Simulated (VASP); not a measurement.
# CaC2 (I4/mmm) in VASP: further runs, part 2 of 2

VASP 6.6.1. Earlier steps stand in the parts before.

## (3) Single point, LDA (strain -0.0250 x Voigt [0, 0, 1, 0, 0, 0])

File INCAR:

```
SYSTEM = CaC2
PREC = Accurate
ENCUT = 600
EDIFF = 1E-6
ISMEAR = 0
SIGMA = 0.05
LREAL = .FALSE.
LASPH = .TRUE.
NELM = 120
ALGO = Normal
ISIF = 2
LWAVE = .FALSE.
LCHARG = .FALSE.
GGA = CA
NBANDS = 16
GGA_COMPAT = .FALSE.
```

File KPOINTS:

```
Automatic mesh
0
G
  10 10 10
  0 0 0
```

File POSCAR:

```
CaC2
1.0
   -1.8789219473      1.8789219473      3.0603403613
    1.8789219473     -1.8789219473      3.0603403613
    1.8789219473      1.8789219473     -3.0603403613
Ca C
1 2
Direct
    0.0000000000      0.0000000000      0.0000000000
    0.5996770466      0.5996770466      0.0000000000
    0.4003229534      0.4003229534      0.0000000000
```

Potentials or basis: VASP PAW LDA potentials, release 64 (Ca_sv, C).

Started as:

```bash
> cat potpaw_LDA.64/Ca_sv/POTCAR potpaw_LDA.64/C/POTCAR > POTCAR
> mpirun -np 1 vasp_std > vasp.out
```

OUTCAR:

```text
SYSTEM = CaC2
   PREC = Accurate
   ENCUT = 600
   EDIFF = 1E-6
   ISMEAR = 0
   LREAL = .FALSE.
   LASPH = .TRUE.
   NELM = 120
   ISIF = 2
   GGA = CA

 ion  position               nearest neighbor table
   1  0.000  0.000  0.000-   2 2.45   3 2.45
   2  0.600  0.600  0.000-   3 1.22   1 2.45
   3  0.400  0.400  0.000-   2 1.22   1 2.45

  LATTYP: Found a body centered tetragonal cell.
 ALAT       =     3.7578438946
 C/A-ratio  =     1.6287746097

  Lattice vectors:

 A1 = (  -1.8789219473,   1.8789219473,   3.0603403613)
 A2 = (   1.8789219473,  -1.8789219473,   3.0603403613)
 A3 = (   1.8789219473,   1.8789219473,  -3.0603403613)

Analysis of symmetry for initial positions (statically):
=====================================================================
 Subroutine PRICEL returns:
 Original cell was already a primitive cell.

 Routine SETGRP: Setting up the symmetry group for a
 body centered tetragonal supercell.

 Subroutine GETGRP returns: Found 16 space group operations
 (whereof 16 operations were pure point group operations)
 out of a pool of 16 trial point group operations.

The static configuration has the point symmetry D_4h.

Analysis of symmetry for dynamics (positions and initial velocities):
=====================================================================
 Subroutine PRICEL returns:
 Original cell was already a primitive cell.

 Routine SETGRP: Setting up the symmetry group for a
 body centered tetragonal supercell.

 Subroutine GETGRP returns: Found 16 space group operations
 (whereof 16 operations were pure point group operations)
 out of a pool of 16 trial point group operations.

The dynamic configuration has the point symmetry D_4h.

 Subroutine INISYM returns: Found 16 space group operations
 (whereof 16 operations are pure point group operations),
 and found     1 'primitive' translations

[... 117 lines left out ...]
  volume/ion in A,a.u.               =      14.41        97.21
  Fermi-wavevector in a.u.,A,eV,Ry     =   1.222597  2.310373 20.337213  1.494743
  Thomas-Fermi vector in A             =   2.357738
   LORBIT       =      0    0 simple, 1 ext, 2 COOP (PROOUT), +10 PAW based schemes
   GGA     = CA    functional components
   LHFCALC =     F    Hartree Fock is set to
   AEXX    =    0.0000 exact exchange contribution
   IVDW    =     0    specifies the selected vdW correction
   LEPSILON=     F    determine dielectric tensor
   LRPA    =     F    only Hartree local field effects (RPA)
 non-spin polarized calculation
 Gauss-broadening in eV      SIGMA  =   0.05
  energy-cutoff  :      600.00
  volume of cell :       43.22
 maximum number of plane-waves:      1468
   NGX = 17   NGY = 17   NGZ = 17

 number of electron      18.0000002 magnetization

 Free energy of the ion-electron system (eV)
  ---------------------------------------------------
  ext. energy  EPLUGINS =         0.00000000
  ---------------------------------------------------
  free energy    TOTEN  =       -22.12248042 eV

  energy without entropy =      -22.12248042  energy(sigma->0) =      -22.12248042

 E-fermi :   2.0375     XC(G=0): -10.2545

 val. band max:        1.8345172892   @ k =  -0.4000  -0.4000   0.4000
 cond. band min:       2.7738017962   @ k =   0.5000   0.5000   0.0000
 fundamental gap:      0.9392845070
 Fermi energy:         2.0374870224

 k-point     1 :       0.0000    0.0000    0.0000
  band No.  band energies     occupation
      1     -36.1475      2.00000
      2     -17.4767      2.00000
      3     -17.4767      2.00000
      4     -17.3527      2.00000
      5     -11.2202      2.00000
      6      -1.1136      2.00000
[... 433 lines left out ...]
      3     -17.5873      2.00000
      4     -17.4230      2.00000
      5     -10.7303      2.00000
      6      -1.9182      2.00000
[... 8 lines left out ...]
     15      10.3112      0.00000
     16      10.7868      0.00000

 [... further k-points ...]

------------------------ aborting loop because EDIFF is reached ----------------------------------------

  FORCE on cell =-STRESS in cart. coord.  units (eV):
  Direction    XX          YY          ZZ          XY          YZ          ZX
  --------------------------------------------------------------------------------------
  -------------------------------------------------------------------------------------
  Total        0.1293634      0.1293634      4.9829503      0.0000000     -0.0000000     -0.0000000
  in kB        4.7959514      4.7959514    184.7353203      0.0000000     -0.0000000     -0.0000000
  external PRESSURE =      64.7757410 kB  Pullay stress =       0.0000000 kB

 VOLUME and BASIS-vectors are now :
 -----------------------------------------------------------------------------
  energy-cutoff  :      600.00
  volume of cell :       43.22
      direct lattice vectors                 reciprocal lattice vectors
    -1.878921947  1.878921947  3.060340361     0.000000000  0.266110043  0.163380520
     1.878921947 -1.878921947  3.060340361     0.266110043  0.000000000  0.163380520
     1.878921947  1.878921947 -3.060340361     0.266110043  0.266110043  0.000000000

 POSITION                                       TOTAL-FORCE (eV/Angst)
 -----------------------------------------------------------------------------------
      0.00000      0.00000      0.00000         0.000000      0.000000      0.000000
      0.00000      0.00000      3.67043        -0.000000     -0.000000      2.519126
      0.00000      0.00000      2.45025         0.000000      0.000000     -2.519126
 -----------------------------------------------------------------------------------
    total drift:                                0.000000      0.000000      0.000000

  FREE ENERGIE OF THE ION-ELECTRON SYSTEM (eV)
  ---------------------------------------------------
  free  energy   TOTEN  =       -22.1224804166 eV

  energy  without entropy=      -22.1224804166  energy(sigma->0) =      -22.12248042
```

It took 66 s on 1 thread of Intel Xeon Platinum 8488C (Sapphire Rapids), shared host; peak memory 0.21 GiB.

What came out:

```
Free energy            : -22.1225 eV
Pressure               : 6.5 GPa
Largest force          : 2.519 eV/Å
Band gap on the k mesh : 0.94 eV (least direct gap 2.13 eV)
```

Forces in eV/Å, atoms in the order of the input:
```
Ca   0.000  0.000  0.000
C    0.000  0.000  2.519
C    0.000  0.000 -2.519
```

Levels at points of the mesh, in eV from the valence-band top:
| k point | band 7 | band 8 | band 9 | band 10 | band 11 | band 12 |
| --- | --- | --- | --- | --- | --- | --- |
| (0.00, 0.00, 0.00) | -1.77 | -1.05 | -1.05 | 3.06 | 3.06 | 4.40 |
| (0.50, 0.00, 0.00) | -2.43 | -2.06 | -0.80 | 5.08 | 6.13 | 6.39 |
| (0.50, 0.50, 0.00) | -2.72 | -1.65 | -1.19 | 0.94 | 6.23 | 6.88 |
| (0.50, 0.50, 0.50) | -1.75 | -1.75 | -0.05 | 3.05 | 6.48 | 6.65 |

Caveat: the cell differs from its parent crystal (strain -0.0250 x Voigt [0, 0, 1, 0, 0, 0]); the cell stands under pressure; forces of over 1 eV/Å act on the atoms, so gaps and moduli don't describe the material at rest.
